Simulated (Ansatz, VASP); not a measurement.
ZrC: VASP beside Ansatz

```
CELL_PARAMETERS angstrom
0.00000 2.38666 2.38666
2.38666 0.00000 2.38666
2.38666 2.38666 0.00000
ATOMIC_POSITIONS crystal
Zr 0.50000 0.50000 0.50000
C 0.00000 0.00000 0.00000
```

Alike in both runs: task single point; functional PBEsol; k mesh 16 × 16 × 16; occupations gaussian, width 0.1 eV; no spin polarisation.

|  | VASP | Ansatz |
| --- | --- | --- |
| version | VASP 6.6.1 | Ansatz 0.2.0 |
| potentials or method | VASP PAW PBE potentials, release 64 (Zr_sv, C), cutoff 520 eV | scalar-relativistic, plane waves, PAW |
| valence electrons in the cell | 16 | 16 |

```tsv
	VASP	Ansatz	Ansatz less VASP
gap on the k mesh at the Fermi level (eV)	none	none	-
pressure (GPa)	-13.4	-13.7	-0.30
```

VASP's potentials were made for PBE, not for PBEsol. A gap of «none» marks a metal or a gap that the smearing closes. The functional is the same, so the differences come from potentials, cutoffs and numerics.
